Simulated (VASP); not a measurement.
Set up this calculation in VASP 6.6.1, as the native input.

```yaml
Task: single point
Functional: PBEsol
Potentials_or_basis: VASP PAW PBE potentials, release 64 (In_d, P)
Cutoff: 520 eV
k_mesh: 14 × 14 × 14
Occupations: gaussian, width 0.05 eV
Spin: no spin polarisation
Dipole_correction: no
Further_INCAR_settings: ALGO = Normal; EDIFF = 1e-06; NBANDS = 16
```

The structure of InP lies in POSCAR:

```
InP
1.0
    0.0000000000      2.7733112989      2.7733112989
    2.7733112989      0.0000000000      2.7733112989
    2.7733112989      2.7733112989      0.0000000000
In P
1 1
Direct
    0.0000000000      0.0000000000      0.0000000000
    0.2500000000      0.2500000000      0.2500000000
```

This cell differs from its parent crystal: volume scaled by 0.840.

These files were run (other wordings do the same):

INCAR

```
PREC = Accurate ; ENCUT = 520
EDIFF = 1E-6 ; ISMEAR = 0
SIGMA = 0.05 ; LREAL = F
LASPH = T ; NELM = 100
ALGO = Normal ; ISIF = 2
LWAVE = F ; LCHARG = F
GGA = PS ; NBANDS = 16
```

KPOINTS

```
Automatic mesh
0
Gamma
  14 14 14
```

Potentials or basis: VASP PAW PBE potentials, release 64 (In_d, P).

Command:

```sh
$ cat potpaw_PBE.64/In_d/POTCAR potpaw_PBE.64/P/POTCAR > POTCAR
$ mpirun -np 1 vasp_std > vasp.out
```

Results of the run:

```json
{
 "Pressure": "17.2 GPa",
 "Band gap on the k mesh": "1.30 eV, indirect (least direct gap 1.47 eV)"
}
```

Caveat: the PAW data sets were made with another functional, which shifts forces and pressure a little; spin-orbit coupling is left out, which moves the levels of the heavy elements.

It took 70 s on 1 thread of Intel Xeon 6975P-C, with other jobs on the host, peak memory 0.22 GiB.
